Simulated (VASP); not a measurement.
# CdTe (I-4m2) in VASP: further runs

CdTe is run at these levels: r2SCAN; tasks: single point.

Program: VASP 6.6.1. These are calculated values, not measurements. Logs are shortened: lines on timing, memory, paths and dates and some standing lists are left out, and cuts for length are marked.

### Step 1. The cell of the first run

Symmetry: I-4m2, No. 119, tetragonal system. The conventional cell has a = 4.728 Å, b = 4.728 Å, c = 6.383 Å, α = 90.00°, β = 90.00°, γ = 90.00°. Within 3.8 Å of Cd (site symmetry -4m2) lie 4 Te at 2.85 Å. Te (site symmetry -4m2) has 4 Cd at 2.85 Å within 3.8 Å.

### Step 2. Single point, r2SCAN (in-plane strain +0.02, then relaxed in part)

POSCAR

```
CdTe
1.0
    3.3434312938      3.3434312938      0.0000000000
   -3.3434312938      3.3434312938      0.0000000000
    0.0000000000      3.3434312938      3.1913514990
Cd Te
1 1
Direct
    0.0000000000      0.0000000000      0.0000000000
    0.7500000000      0.2500000000      0.5000000000
```

INCAR.step1

```
PREC = Accurate ; ENCUT = 520
ISMEAR = 0 ; SIGMA = 0.01
LREAL = False ; LASPH = True
NELM = 60 ; NBANDS = 16
GGA = PE ; ALGO = Normal
EDIFF = 1E-4 ; LWAVE = True
LCHARG = False
```

INCAR.step2

```
PREC = Accurate ; ENCUT = 520
EDIFF = 1E-7 ; ISMEAR = 0
SIGMA = 0.01 ; LREAL = False
LASPH = True ; NELM = 60
ALGO = Normal ; ISIF = 2
LWAVE = False ; LCHARG = False
METAGGA = R2SCAN ; LMIXTAU = True
NBANDS = 16 ; ISTART = 1
```

KPOINTS

```
regular mesh
0
Gamma
  6 6 6
```

Potentials or basis: VASP PAW PBE potentials, release 64 (Cd, Te).

Run with:

```console
cat potpaw_PBE.64/Cd/POTCAR potpaw_PBE.64/Te/POTCAR > POTCAR
cp INCAR.step1 INCAR
mpirun -np 1 vasp_std > vasp.out
cp INCAR.step2 INCAR
mpirun -np 1 vasp_std > vasp.out
```

OUTCAR:

```text
PREC = Accurate
   ENCUT = 520
   EDIFF = 1E-7
   ISMEAR = 0
   LREAL = False
   LASPH = True
   NELM = 60
   ISIF = 2
   METAGGA = R2SCAN
   ISTART = 1

 ion  position               nearest neighbor table
   1  0.000  0.000  0.000-   2 2.85   2 2.85   2 2.85   2 2.85
   2  0.750  0.250  0.500-   1 2.85   1 2.85   1 2.85   1 2.85

  LATTYP: Found a body centered tetragonal cell.
 ALAT       =     4.7283258806
 C/A-ratio  =     1.3498864417

  Lattice vectors:

 A1 = (   3.3434312938,   0.0000000000,  -3.1913514990)
 A2 = (  -3.3434312938,   0.0000000000,  -3.1913514990)
 A3 = (   0.0000000000,   3.3434312938,   3.1913514990)

Analysis of symmetry for initial positions (statically):
=====================================================================
 Subroutine PRICEL returns:
 Original cell was already a primitive cell.

 Routine SETGRP: Setting up the symmetry group for a
 body centered tetragonal supercell.

 Subroutine GETGRP returns: Found  8 space group operations
 (whereof  8 operations were pure point group operations)
 out of a pool of 16 trial point group operations.

The static configuration has the point symmetry D_2d.

Analysis of symmetry for dynamics (positions and initial velocities):
=====================================================================
 Subroutine PRICEL returns:
 Original cell was already a primitive cell.

 Routine SETGRP: Setting up the symmetry group for a
 body centered tetragonal supercell.

 Subroutine GETGRP returns: Found  8 space group operations
 (whereof  8 operations were pure point group operations)
 out of a pool of 16 trial point group operations.

The dynamic configuration has the point symmetry D_2d.

 Subroutine INISYM returns: Found  8 space group operations
 (whereof  8 operations are pure point group operations),
 and found     1 'primitive' translations

----------------------------------------------------------------------------------------

                                     Primitive cell

  volume of cell :      71.3493

  direct lattice vectors                    reciprocal lattice vectors
     3.343431294  3.343431294  0.000000000     0.149546964  0.149546964 -0.156673434
    -3.343431294  3.343431294  0.000000000    -0.149546964  0.149546964 -0.156673434
     0.000000000  3.343431294  3.191351499     0.000000000  0.000000000  0.313346869

  length of vectors
     4.728325881  4.728325881  4.622040373     0.263201736  0.263201736  0.313346869

  position of ions in fractional coordinates (direct lattice)
     0.000000000  0.000000000  0.000000000
     0.750000000  0.250000000  0.500000000

  ion indices of the primitive-cell ions
   primitive index   ion index
                 1           1
                 2           2

----------------------------------------------------------------------------------------

 KPOINTS: regular mesh

Automatic generation of k-mesh.
 Grid dimensions read from file:
 generate k-points for:    6    6    6

 Generating k-lattice:

  Cartesian coordinates                     Fractional coordinates (reciprocal lattice)
     0.024924494  0.024924494 -0.026112239     0.166666667  0.000000000 -0.000000000
    -0.024924494  0.024924494 -0.026112239     0.000000000  0.166666667 -0.000000000
     0.000000000  0.000000000  0.052224478     0.000000000  0.000000000  0.166666667

  Length of vectors
     0.043866956  0.043866956  0.052224478

  Shift w.r.t. Gamma in fractional coordinates (k-lattice)
     0.000000000  0.000000000  0.000000000

 Subroutine IBZKPT returns following result:
 ===========================================

 Found     30 irreducible k-points:

 Following reciprocal coordinates:
            Coordinates               Weight
  0.000000  0.000000  0.000000      1.000000
  0.166667  0.000000  0.000000      8.000000
  0.333333  0.000000  0.000000      8.000000
  0.500000  0.000000 -0.000000      4.000000
  0.166667  0.166667  0.000000      8.000000
  0.333333  0.166667  0.000000     16.000000
[... 16 lines left out ...]
 -0.333333 -0.333333  0.166667      4.000000
 -0.166667 -0.333333  0.166667     16.000000
 [... further k-points ...]
   k-points           NKPTS =     30   k-points in BZ     NKDIM =     30   number of bands    NBANDS=     16
   number of dos      NEDOS =    301   number of ions     NIONS =      2
   total plane-waves  NPLWV =  46656
   dimension x,y,z NGX =    36 NGY =   36 NGZ =   36
   dimension x,y,z NGXF=    72 NGYF=   72 NGZF=   72
   ions per type =               1   1
   NGX,Y,Z   is equivalent  to a cutoff of  12.66, 12.66, 12.95 a.u.
   NGXF,Y,Z  is equivalent  to a cutoff of  25.31, 25.31, 25.90 a.u.
 SYSTEM =  unknown system
   PREC   = accura    normal or accurate (medium, high low for compatibility)
   ISTART =      1    job   : 0-new  1-cont  2-samecut
   ICHARG =      0    charge: 1-file 2-atom 10-const
   ISPIN  =      1    spin polarized calculation?
   LNONCOLLINEAR =      F non collinear calculations
   LSORBIT =      F    spin-orbit coupling
   LASPH  =      T    aspherical Exc in radial PAW
   ENCUT  =  520.0 eV  38.22 Ry    6.18 a.u.   8.79  8.79  8.59*2*pi/ulx,y,z
   NELM   =     60;   NELMIN=  2; NELMDL=  0     # of ELM steps
   EDIFF  = 0.1E-06   stopping-criterion for ELM
   LREAL  =      F    real-space projection
   EDIFFG = 0.1E-05   stopping-criterion for IOM
   NSW    =      0    number of steps for IOM
   IBRION =     -1    ionic relax: 0-MD 1-quasi-New 2-CG
   NFREE  =      0    steps in history (QN), initial steepest desc. (CG)
   ISIF   =      2    stress and relaxation
   ISYM   =      2    0-nonsym 1-usesym 2-fastsym
   POTIM  = 0.5000    time-step for ionic-motion
   TEBEG  =    0.0;   TEEND  =   0.0 temperature during run
   PSTRESS=    0.0 pullay stress
   NELECT =      18.0000    total number of electrons
   NUPDOWN=      -1.0000    fix difference up-down
   EMIN   =  10.00;   EMAX   =-10.00  energy-range for DOS
   EFERMI =   0.00;   METHOD = LEGACY
   ISMEAR =     0;   SIGMA  =   0.01  broadening in eV -4-tet -1-fermi 0-gaus
   EFERMI_NEDOS =   21; number of points for ismear=-14 and -15
   IALGO  =     38    algorithm
   IMIX   =      4    mixing-type and parameters
     AMIX     =   0.40;   BMIX     =  1.00
     AMIX_MAG =   1.60;   BMIX_MAG =  1.00
  volume/ion in A,a.u.               =      35.67       240.74
  Fermi-wavevector in a.u.,A,eV,Ry     =   1.034433  1.954796 14.558946  1.070052
  Thomas-Fermi vector in A             =   2.168728
   LORBIT       =      0    0 simple, 1 ext, 2 COOP (PROOUT), +10 PAW based schemes
   METAGGA = R2SCAN    functional components
   LHFCALC =     F    Hartree Fock is set to
   AEXX    =    0.0000 exact exchange contribution
   IVDW    =     0    specifies the selected vdW correction
   LEPSILON=     F    determine dielectric tensor
   LRPA    =     F    only Hartree local field effects (RPA)
 non-spin polarized calculation
 Gauss-broadening in eV      SIGMA  =   0.01
  energy-cutoff  :      520.00
  volume of cell :       71.35
 maximum number of plane-waves:      1944
   NGX = 17   NGY = 17   NGZ = 17

 number of electron      18.0000007 magnetization

 Free energy of the ion-electron system (eV)
  ---------------------------------------------------
  ext. energy  EPLUGINS =         0.00000000
  ---------------------------------------------------
  free energy    TOTEN  =       -46.63549799 eV

  energy without entropy =      -46.63549799  energy(sigma->0) =      -46.63549799

 E-fermi :   1.8778     XC(G=0):  -8.8864

 val. band max:        1.7716745560   @ k =   0.0000   0.0000   0.0000
 cond. band min:       2.7913832480   @ k =   0.0000   0.0000   0.0000
 fundamental gap:      1.0197086920
 Fermi energy:         1.8777793609

 k-point     1 :       0.0000    0.0000    0.0000
  band No.  band energies     occupation
      1      -9.5712      2.00000
      2      -6.7349      2.00000
      3      -6.7349      2.00000
      4      -6.7242      2.00000
      5      -6.4862      2.00000
      6      -6.4827      2.00000
[... 8 lines left out ...]
     15      11.1150      0.00000
     16      11.6666      0.00000

 k-point     2 :       0.1667    0.0000    0.0000
  band No.  band energies     occupation
      1      -9.4786      2.00000
      2      -6.7180      2.00000
      3      -6.7109      2.00000
      4      -6.6463      2.00000
      5      -6.4857      2.00000
      6      -6.4842      2.00000
[... 8 lines left out ...]
     15      10.4235      0.00000
     16      10.8512      0.00000

 k-point     3 :       0.3333    0.0000    0.0000
  band No.  band energies     occupation
      1      -9.2946      2.00000
      2      -6.6890      2.00000
      3      -6.6795      2.00000
      4      -6.4871      2.00000
      5      -6.4787      2.00000
      6      -6.3728      2.00000
[... 8 lines left out ...]
     15      11.0296      0.00000
     16      11.0341      0.00000

 k-point     4 :       0.5000    0.0000   -0.0000
  band No.  band energies     occupation
      1      -9.2052      2.00000
      2      -6.6778      2.00000
      3      -6.6664      2.00000
      4      -6.4825      2.00000
      5      -6.4715      2.00000
      6      -6.1483      2.00000
[... 8 lines left out ...]
     15      12.2770      0.00000
     16      12.6166      0.00000
[... 324 lines left out ...]
 k-point    22 :      -0.1667    0.5000    0.1667
  band No.  band energies     occupation
      1      -9.1816      2.00000
      2      -6.6491      2.00000
      3      -6.6276      2.00000
      4      -6.5156      2.00000
      5      -6.4752      2.00000
      6      -6.1861      2.00000
[... 8 lines left out ...]
     15      12.1422      0.00000
     16      13.2901      0.00000

 k-point    23 :      -0.3333   -0.3333    0.1667
  band No.  band energies     occupation
      1      -9.0970      2.00000
      2      -6.6184      2.00000
      3      -6.5984      2.00000
      4      -6.5223      2.00000
      5      -6.4761      2.00000
      6      -5.9699      2.00000
[... 8 lines left out ...]
     15      13.4003      0.00000
     16      13.6180      0.00000

 k-point    24 :      -0.1667   -0.3333    0.1667
  band No.  band energies     occupation
      1      -9.1210      2.00000
      2      -6.6379      2.00000
      3      -6.6180      2.00000
      4      -6.5097      2.00000
      5      -6.4790      2.00000
      6      -5.9996      2.00000
[... 8 lines left out ...]
     15      12.7157      0.00000
     16      13.4724      0.00000

 [... further k-points ...]
[... 5 lines left out ...]
  --------------------------------------------------------------------------------------
  -------------------------------------------------------------------------------------
  Total       -0.2850183     -0.2850183      0.0401181      0.0000000      0.0000000      0.0000000
  in kB       -6.4002061     -6.4002061      0.9008694      0.0000000      0.0000000      0.0000000
  external PRESSURE =      -3.9665143 kB  Pullay stress =       0.0000000 kB

 VOLUME and BASIS-vectors are now :
 -----------------------------------------------------------------------------
  energy-cutoff  :      520.00
  volume of cell :       71.35
      direct lattice vectors                 reciprocal lattice vectors
     3.343431294  3.343431294  0.000000000     0.149546964  0.149546964 -0.156673434
    -3.343431294  3.343431294  0.000000000    -0.149546964  0.149546964 -0.156673434
     0.000000000  3.343431294  3.191351499     0.000000000  0.000000000  0.313346869

 POSITION                                       TOTAL-FORCE (eV/Angst)
 -----------------------------------------------------------------------------------
      0.00000      0.00000      0.00000         0.000000      0.000000      0.000000
      1.67172      5.01515      1.59568        -0.000000     -0.000000      0.000000
 -----------------------------------------------------------------------------------
    total drift:                               -0.000000      0.000000      0.000000

  FREE ENERGIE OF THE ION-ELECTRON SYSTEM (eV)
  ---------------------------------------------------
  free  energy   TOTEN  =       -46.6354979888 eV

  energy  without entropy=      -46.6354979888  energy(sigma->0) =      -46.63549799
```

Wall time 93 s (1 thread of Intel Xeon 6975P-C (Granite Rapids), shared host); peak memory 0.23 GiB.

Results:

- Free energy: -46.6355 eV
- Pressure: -0.4 GPa
- Band gap on the k mesh: 1.02 eV

Levels at points of the mesh, in eV from the valence-band top:
```tsv
k point	band 6	band 7	band 8	band 9	band 10	band 11	band 12	band 13
(0.00, 0.00, 0.00)	-8.25	-0.14	-0.14	0.00	1.02	4.97	4.99	4.99
(0.50, 0.00, 0.00)	-7.92	-4.31	-0.92	-0.70	2.07	5.38	5.67	7.29
(0.50, 0.50, 0.00)	-7.81	-4.28	-1.80	-1.74	2.95	3.02	8.96	9.26
(0.00, 0.00, 0.50)	-7.73	-4.06	-1.97	-1.97	2.66	2.78	9.31	9.47
```

Caveat: the cell differs from its parent crystal (in-plane strain +0.02, then relaxed in part); the PAW data sets were made with another functional, which shifts forces and pressure a little; spin-orbit coupling is left out, which moves the levels of the heavy elements.

### Step 3. Single point, r2SCAN (in-plane strain +0.02)

POSCAR, as its differences from that of step 2:

```diff
@@ -4,3 +4,3 @@
    -3.3434312938      3.3434312938      0.0000000000
-    0.0000000000      3.3434312938      3.1913514990
+    0.0000000000      3.3434312938      3.2385393316
 Cd Te
```

INCAR.step1, as its differences from that of step 2:

```diff
@@ -3,3 +3,3 @@
 LREAL = False ; LASPH = True
-NELM = 60 ; NBANDS = 16
+NELM = 80 ; NBANDS = 16
 GGA = PE ; ALGO = Normal
```

INCAR.step2, as its differences from that of step 2:

```diff
@@ -3,3 +3,3 @@
 SIGMA = 0.01 ; LREAL = False
-LASPH = True ; NELM = 60
+LASPH = True ; NELM = 80
 ALGO = Normal ; ISIF = 2
```

KPOINTS

```
Automatic mesh
0
Gamma
  6 6 6
```

Potentials or basis: VASP PAW PBE potentials, release 64 (Cd, Te).

Run with:

```console
cat potpaw_PBE.64/Cd/POTCAR potpaw_PBE.64/Te/POTCAR > POTCAR
cp INCAR.step1 INCAR
mpirun -np 1 vasp_std > vasp.out
cp INCAR.step2 INCAR
mpirun -np 1 vasp_std > vasp.out
```

Wall time 88 s (1 thread of Intel Xeon 6975P-C (Granite Rapids), shared host); peak memory 0.23 GiB.

It converged, with:

```
Free energy            : -46.6339 eV
Pressure               : -0.9 GPa
Band gap on the k mesh : 1.00 eV
```

Stress tensor (GPa, compression positive):
```
-1.10  0.00  0.00
 0.00 -1.10  0.00
 0.00  0.00 -0.57
```

Levels at points of the mesh, in eV from the valence-band top:
```tsv
k point	band 5	band 6	band 7	band 8	band 9	band 10	band 11	band 12	band 13	band 14
(0.00, 0.00, 0.00)	-8.20	-8.20	-0.10	-0.10	0.00	1.00	5.00	5.02	5.02	7.75
(0.50, 0.00, 0.00)	-8.19	-7.87	-4.21	-0.84	-0.69	2.09	5.45	5.65	7.28	8.91
(0.50, 0.50, 0.00)	-8.17	-7.76	-4.16	-1.74	-1.70	2.98	3.00	8.95	9.29	9.51
(0.00, 0.00, 0.50)	-8.17	-7.71	-4.01	-1.85	-1.85	2.76	2.87	9.19	9.42	9.42
```

Caveat: the cell differs from its parent crystal (in-plane strain +0.02); the PAW data sets were made with another functional, which shifts forces and pressure a little; spin-orbit coupling is left out, which moves the levels of the heavy elements.
